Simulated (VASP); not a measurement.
# Mo3N in VASP: a series of runs

The runs below take Mo3N through single point, with PBE.

Program: VASP 6.6.1. These are calculated values, not measurements. Logs are shortened: lines on timing, memory, paths and dates and some standing lists are left out, and cuts for length are marked.

**1. The cell of the first run**

The cell holds a slab with vacuum, 8 atoms: a = 4.470 Å, b = 4.470 Å, c = 20.860 Å, α = 90.00°, β = 90.00°, γ = 120.00°.

**2. Single point, PBE**

File INCAR:

```
ALGO = Fast
DIPOL = 0.5 0.5 0.343
EDIFF = 1E-7
ENCUT = 520
GGA = PE
IDIPOL = 3
ISIF = 2
ISMEAR = 0
LASPH = True
LCHARG = True
LDIPOL = True
LELF = True
LREAL = False
LVACPOTAV = True
LVHAR = True
LWAVE = False
NBANDS = 57
NELM = 80
PREC = Accurate
SIGMA = 0.1
```

File KPOINTS:

```
k-points
0
Gamma
  6 6 1
```

File POSCAR:

```
Mo3N
1.0
    4.4695765303      0.0000000000      0.0000000000
   -2.2347882651      3.8707668194      0.0000000000
    0.0000000000      0.0000000000     20.8595667262
Mo N
6 2
Direct
    0.6666666667      0.3333333333      0.1917585371
    0.3333333333      0.6666666667      0.2354961900
    0.0000000000      0.0000000000      0.2792338429
    0.6666666667      0.3333333333      0.3191171057
    0.3333333333      0.6666666667      0.3580407041
    0.0000000000      0.0000000000      0.3959606081
    0.0000000000      0.4444444444      0.4563703290
    0.0000000000      0.4444444444      0.5112346481
```

Potentials or basis: VASP PAW PBE potentials, release 64 (Mo_sv, N).

Launch:

```console
cat potpaw_PBE.64/Mo_sv/POTCAR potpaw_PBE.64/N/POTCAR > POTCAR
mpirun -np 1 vasp_std > vasp.out
```

OUTCAR:

```text
EDIFF = 1E-7
   ENCUT = 520
   GGA = PE
   ISIF = 2
   ISMEAR = 0
   LASPH = True
   LREAL = False
   NELM = 80
   PREC = Accurate

 ion  position               nearest neighbor table
   1  0.667  0.333  0.192-   4 2.66   2 2.74   2 2.74   2 2.74   3 3.16   3 3.16   3 3.16
   2  0.333  0.667  0.235-   5 2.56   3 2.74   1 2.74   1 2.74   3 2.74   3 2.74   1 2.74   4 3.11
                             4 3.11   4 3.11
   3  0.000  0.000  0.279-   6 2.43   4 2.71   4 2.71   4 2.71   2 2.74   2 2.74   2 2.74   5 3.06
                             5 3.06   5 3.06   1 3.16   1 3.16   1 3.16
   4  0.667  0.333  0.319-   1 2.66   5 2.71   5 2.71   5 2.71   3 2.71   3 2.71   3 2.71   6 3.04
                             6 3.04   6 3.04   2 3.11   2 3.11   2 3.11
   5  0.333  0.667  0.358-   7 2.44   2 2.56   6 2.70   6 2.70   6 2.70   4 2.71   4 2.71   4 2.71
                             3 3.06   3 3.06   3 3.06
   6  0.000  0.000  0.396-   7 2.35   3 2.43   5 2.70   5 2.70   5 2.70   4 3.04   4 3.04   4 3.04

   7  0.000  0.444  0.456-   8 1.14   6 2.35   5 2.44
   8  0.000  0.444  0.511-   7 1.14

  LATTYP: Found a hexagonal cell.
 ALAT       =     4.4695765303
 C/A-ratio  =     4.6670118712

  Lattice vectors:

 A1 = (   4.4695765303,   0.0000000000,   0.0000000000)
 A2 = (  -2.2347882651,   3.8707668194,   0.0000000000)
 A3 = (   0.0000000000,   0.0000000000,  20.8595667262)

Analysis of symmetry for initial positions (statically):
=====================================================================
 Subroutine PRICEL returns:
 Original cell was already a primitive cell.

 Routine SETGRP: Setting up the symmetry group for a
 hexagonal supercell.

 Subroutine GETGRP returns: Found  1 space group operations
 (whereof  1 operations were pure point group operations)
 out of a pool of 24 trial point group operations.

The static configuration has the point symmetry C_1 .

Analysis of symmetry for dynamics (positions and initial velocities):
=====================================================================
 Subroutine PRICEL returns:
 Original cell was already a primitive cell.

 Routine SETGRP: Setting up the symmetry group for a
 hexagonal supercell.

 Subroutine GETGRP returns: Found  1 space group operations
 (whereof  1 operations were pure point group operations)
 out of a pool of 24 trial point group operations.

The dynamic configuration has the point symmetry C_1 .

 Subroutine INISYM returns: Found  1 space group operations
 (whereof  1 operations are pure point group operations),
 and found     1 'primitive' translations

----------------------------------------------------------------------------------------

                                     Primitive cell

  volume of cell :     360.8849

  direct lattice vectors                    reciprocal lattice vectors
     4.469576530  0.000000000  0.000000000     0.223734842  0.129173371  0.000000000
    -2.234788265  3.870766819  0.000000000     0.000000000  0.258346743  0.000000000
     0.000000000  0.000000000 20.859566726     0.000000000  0.000000000  0.047939634

  length of vectors
     4.469576530  4.469576530 20.859566726     0.258346743  0.258346743  0.047939634

  position of ions in fractional coordinates (direct lattice)
     0.666666667  0.333333333  0.191758537
     0.333333333  0.666666667  0.235496190
     0.000000000  0.000000000  0.279233843
     0.666666667  0.333333333  0.319117106
     0.333333333  0.666666667  0.358040704
     0.000000000  0.000000000  0.395960608
     0.000000000  0.444444444  0.456370329
     0.000000000  0.444444444  0.511234648

  ion indices of the primitive-cell ions
   primitive index   ion index
                 1           1
                 2           2
                 3           3
                 4           4
                 5           5
                 6           6
                 7           7
                 8           8

----------------------------------------------------------------------------------------

 KPOINTS: k-points

Automatic generation of k-mesh.
 Grid dimensions read from file:
 generate k-points for:    6    6    1

 Generating k-lattice:

  Cartesian coordinates                     Fractional coordinates (reciprocal lattice)
     0.037289140  0.021528895  0.000000000     0.166666667  0.000000000  0.000000000
     0.000000000  0.043057790  0.000000000     0.000000000  0.166666667  0.000000000
     0.000000000  0.000000000  0.047939634     0.000000000  0.000000000  1.000000000

  Length of vectors
     0.043057790  0.043057790  0.047939634

  Shift w.r.t. Gamma in fractional coordinates (k-lattice)
     0.000000000  0.000000000  0.000000000

 Subroutine IBZKPT returns following result:
 ===========================================

 Found     20 irreducible k-points:

 Following reciprocal coordinates:
            Coordinates               Weight
  0.000000  0.000000  0.000000      1.000000
  0.166667 -0.000000  0.000000      2.000000
  0.000000  0.166667  0.000000      2.000000
 -0.166667  0.166667  0.000000      2.000000
  0.333333  0.000000  0.000000      2.000000
  0.000000  0.333333  0.000000      2.000000
[... 12 lines left out ...]
  0.500000 -0.166667  0.000000      2.000000
  0.333333  0.333333  0.000000      2.000000
   k-points           NKPTS =     20   k-points in BZ     NKDIM =     20   number of bands    NBANDS=     57
   number of dos      NEDOS =    301   number of ions     NIONS =      8
   total plane-waves  NPLWV = 207360
   dimension x,y,z NGX =    36 NGY =   36 NGZ =  160
   dimension x,y,z NGXF=    72 NGYF=   72 NGZF=  320
   ions per type =               6   2
   NGX,Y,Z   is equivalent  to a cutoff of  13.39, 13.39, 12.75 a.u.
   NGXF,Y,Z  is equivalent  to a cutoff of  26.78, 26.78, 25.50 a.u.
 SYSTEM =  unknown system
   PREC   = accura    normal or accurate (medium, high low for compatibility)
   ISTART =      0    job   : 0-new  1-cont  2-samecut
   ICHARG =      2    charge: 1-file 2-atom 10-const
   ISPIN  =      1    spin polarized calculation?
   LNONCOLLINEAR =      F non collinear calculations
   LSORBIT =      F    spin-orbit coupling
   LASPH  =      T    aspherical Exc in radial PAW
   ENCUT  =  520.0 eV  38.22 Ry    6.18 a.u.   8.31  8.31 38.78*2*pi/ulx,y,z
   NELM   =     80;   NELMIN=  2; NELMDL= -5     # of ELM steps
   EDIFF  = 0.1E-06   stopping-criterion for ELM
   LREAL  =      F    real-space projection
   EDIFFG = 0.1E-05   stopping-criterion for IOM
   NSW    =      0    number of steps for IOM
   IBRION =     -1    ionic relax: 0-MD 1-quasi-New 2-CG
   NFREE  =      0    steps in history (QN), initial steepest desc. (CG)
   ISIF   =      2    stress and relaxation
   ISYM   =      2    0-nonsym 1-usesym 2-fastsym
   POTIM  = 0.5000    time-step for ionic-motion
   TEBEG  =    0.0;   TEEND  =   0.0 temperature during run
   PSTRESS=    0.0 pullay stress
   NELECT =      94.0000    total number of electrons
   NUPDOWN=      -1.0000    fix difference up-down
   EMIN   =  10.00;   EMAX   =-10.00  energy-range for DOS
   EFERMI =   0.00;   METHOD = LEGACY
   ISMEAR =     0;   SIGMA  =   0.10  broadening in eV -4-tet -1-fermi 0-gaus
   EFERMI_NEDOS =   21; number of points for ismear=-14 and -15
   IALGO  =     68    algorithm
   IMIX   =      4    mixing-type and parameters
     AMIX     =   0.40;   BMIX     =  1.00
     AMIX_MAG =   1.60;   BMIX_MAG =  1.00
  volume/ion in A,a.u.               =      45.11       304.42
  Fermi-wavevector in a.u.,A,eV,Ry     =   1.045509  1.975726 14.872388  1.093090
  Thomas-Fermi vector in A             =   2.180308
   LORBIT       =      0    0 simple, 1 ext, 2 COOP (PROOUT), +10 PAW based schemes
   GGA     = PE    functional components
   LHFCALC =     F    Hartree Fock is set to
   AEXX    =    0.0000 exact exchange contribution
   IVDW    =     0    specifies the selected vdW correction
   LEPSILON=     F    determine dielectric tensor
   LRPA    =     F    only Hartree local field effects (RPA)
 non-spin polarized calculation
 RMM-DIIS sequential band-by-band and
 Gauss-broadening in eV      SIGMA  =   0.10
  energy-cutoff  :      520.00
  volume of cell :      360.88
 maximum number of plane-waves:      9745
 NGX is ok and might be reduce to    36
   NGX = 17   NGY = 17   NGZ = 77

 dipolmoment           0.000000      0.000000     -0.010260 electrons x Angstroem

 number of electron      94.0000012 magnetization

 dipolmoment           0.000000      0.000000      0.103722 electrons x Angstroem

 Free energy of the ion-electron system (eV)
  ---------------------------------------------------
  ext. energy  EPLUGINS =         0.00000000
  ---------------------------------------------------
  free energy    TOTEN  =       -75.25988822 eV

  energy without entropy =      -75.21924595  energy(sigma->0) =      -75.23956709

 E-fermi :   0.7363     XC(G=0):  -5.0921

 val. band max:        0.7314203459   @ k =   0.5000   0.0000   0.0000
 cond. band min:       0.7388712395   @ k =   0.3333   0.1667   0.0000
 fundamental gap:      0.0074508936
 Fermi energy:         0.7363358794

 k-point     1 :       0.0000    0.0000    0.0000
  band No.  band energies     occupation
      1     -60.4495      2.00000
      2     -60.2295      2.00000
      3     -60.1613      2.00000
      4     -60.1077      2.00000
      5     -59.9855      2.00000
      6     -59.9244      2.00000
[... 49 lines left out ...]
     56       2.7541      0.00000
     57       2.7945      0.00000

 k-point     2 :       0.1667   -0.0000    0.0000
  band No.  band energies     occupation
      1     -60.4281      2.00000
      2     -60.2306      2.00000
      3     -60.1707      2.00000
      4     -60.1035      2.00000
      5     -59.9906      2.00000
      6     -59.9356      2.00000
[... 49 lines left out ...]
     56       2.7338      0.00000
     57       2.9338      0.00000
[... 1018 lines left out ...]
     56       2.3723      0.00000
     57       3.2125      0.00000

 k-point    20 :       0.3333    0.3333    0.0000
  band No.  band energies     occupation
      1     -60.2880      2.00000
      2     -60.2683      2.00000
      3     -60.2428      2.00000
      4     -60.0615      2.00000
      5     -60.0163      2.00000
      6     -59.9859      2.00000
[... 49 lines left out ...]
     56       2.3957      0.00000
     57       2.5131      0.00000

------------------------ aborting loop because EDIFF is reached ----------------------------------------

  FORCE on cell =-STRESS in cart. coord.  units (eV):
  Direction    XX          YY          ZZ          XY          YZ          ZX
  --------------------------------------------------------------------------------------
  -------------------------------------------------------------------------------------
  Total       -4.7682452     -4.5798704     -0.0453164     -0.1071339      0.8753012      1.3280375
  in kB      -21.1690073    -20.3327023     -0.2011857     -0.4756294      3.8859700      5.8959289
  external PRESSURE =     -13.9009651 kB  Pullay stress =       0.0000000 kB

 VOLUME and BASIS-vectors are now :
 -----------------------------------------------------------------------------
  energy-cutoff  :      520.00
  volume of cell :      360.88
      direct lattice vectors                 reciprocal lattice vectors
     4.469576530  0.000000000  0.000000000     0.223734842  0.129173371  0.000000000
    -2.234788265  3.870766819  0.000000000     0.000000000  0.258346743  0.000000000
     0.000000000  0.000000000 20.859566726     0.000000000  0.000000000  0.047939634

 POSITION                                       TOTAL-FORCE (eV/Angst)
 -----------------------------------------------------------------------------------
      2.23479      1.29026      4.00000        -0.050943     -0.070347      1.817994
     -0.00000      2.58051      4.91235         0.063585      0.026229     -0.612875
      0.00000      0.00000      5.82470        -0.227543     -0.070787     -1.482535
      2.23479      1.29026      6.65664        -0.120835     -0.107801     -0.947677
     -0.00000      2.58051      7.46857        -0.303019     -0.087776      0.689214
      0.00000      0.00000      8.25957         0.025994      0.155824      0.526805
     -0.99324      1.72034      9.51969         0.993836      0.107595     -0.986756
     -0.99324      1.72034     10.66413        -0.381074      0.047064      0.995829
 -----------------------------------------------------------------------------------
    total drift:                                0.000018      0.000004      0.000821

  FREE ENERGIE OF THE ION-ELECTRON SYSTEM (eV)
  ---------------------------------------------------
  free  energy   TOTEN  =       -75.2598882238 eV

  energy  without entropy=      -75.2192459535  energy(sigma->0) =      -75.23956709

 vacuum level on the upper side and lower side of the slab         5.447         4.362
```

Run time: 27 min. Hardware: 1 thread of Oxide Virtual Turin-like, shared host; peak memory 0.63 GiB.

What came out:

- Free energy: -75.2599 eV
- Largest force: 1.820 eV/Å
- Band gap on the k mesh: zero (bands 47 and 48 overlap by 0.09 eV)

Forces on the atoms (eV/Å):
```
Mo  -0.051 -0.070  1.818
Mo   0.064  0.026 -0.613
Mo  -0.228 -0.071 -1.483
Mo  -0.121 -0.108 -0.948
Mo  -0.303 -0.088  0.689
Mo   0.026  0.156  0.527
N    0.994  0.108 -0.987
N   -0.381  0.047  0.996
```

Levels at points of the mesh, in eV from the Fermi level:
```csv
k point,band 43,band 44,band 45,band 46,band 47,band 48,band 49,band 50,band 51,band 52
"(0.00, 0.00, 0.00)",-1.40,-1.21,-1.21,-1.10,-0.61,0.05,0.79,0.85,1.19,1.20
"(0.50, 0.00, 0.00)",-1.36,-1.18,-0.58,-0.22,-0.04,0.00,0.23,0.38,1.16,1.24
"(0.00, 0.50, 0.00)",-1.51,-1.27,-0.72,-0.23,-0.09,0.01,0.41,0.97,1.07,1.20
"(0.50, 0.50, 0.00)",-1.49,-1.23,-0.72,-0.19,-0.03,0.01,0.51,0.66,1.12,1.25
```

Caveat: the standard files for N, O and F lose accuracy on very short bonds.

**3. Single point, PBE**

File INCAR:

```
SYSTEM = Mo3N
PREC = Accurate
ENCUT = 520
EDIFF = 1E-6
ISMEAR = 0
SIGMA = 0.1
LREAL = .FALSE.
LASPH = .TRUE.
NELM = 80
ALGO = Fast
ISIF = 2
LWAVE = .FALSE.
LCHARG = .FALSE.
LDIPOL = .TRUE.
IDIPOL = 3
DIPOL = 0.5 0.5 0.349
GGA = PE
NBANDS = 57
```

File KPOINTS:

```
regular mesh
0
G
  6 6 1
  0 0 0
```

Changes to POSCAR since step 2:

```diff
@@ -14,3 +14,3 @@
     0.0000000000      0.0000000000      0.3959606081
-    0.0000000000      0.4444444444      0.4563703290
-    0.0000000000      0.4444444444      0.5112346481
+    0.0000000000      0.6666666667      0.4787916019
+    0.0000000000      0.6666666667      0.5327704050
```

Potentials or basis: VASP PAW PBE potentials, release 64 (Mo_sv, N).

Launch:

```console
cat potpaw_PBE.64/Mo_sv/POTCAR potpaw_PBE.64/N/POTCAR > POTCAR
mpirun -np 1 vasp_std > vasp.out
```

It took 22 min on 1 thread of Oxide Virtual Turin-like, shared host; peak memory 0.63 GiB.

Results (log left out):

| Quantity | Value |
| --- | --- |
| Free energy | -75.5200 eV |
| Largest force | 1.840 eV/Å |
| Band gap on the k mesh | zero (filled and empty bands overlap) |

Forces on the atoms (eV/Å):
```
Mo  -0.035  0.070  1.622
Mo  -0.056 -0.034 -0.287
Mo   0.025 -0.204 -1.829
Mo   0.041  0.135 -0.532
Mo   0.171 -0.102  0.043
Mo   0.183 -0.465  0.979
N   -0.634  1.070 -1.287
N    0.306 -0.470  1.291
```

Levels at points of the mesh, in eV from the Fermi level:
| k point | band 44 | band 45 | band 46 | band 47 | band 48 | band 49 | band 50 | band 51 |
| --- | --- | --- | --- | --- | --- | --- | --- | --- |
| (0.00, 0.00, 0.00) | -1.25 | -1.22 | -1.21 | -0.84 | 0.10 | 0.84 | 0.93 | 1.17 |
| (0.50, 0.00, 0.00) | -1.31 | -0.67 | -0.39 | 0.00 | 0.02 | 0.19 | 0.63 | 1.11 |
| (0.00, 0.50, 0.00) | -1.28 | -0.69 | -0.12 | -0.04 | 0.08 | 0.21 | 0.63 | 1.07 |
| (0.50, 0.50, 0.00) | -1.23 | -0.67 | -0.28 | -0.03 | 0.02 | 0.37 | 0.89 | 0.99 |

Caveat: the standard files for N, O and F lose accuracy on very short bonds.

(Continued in part 2 of 2.)
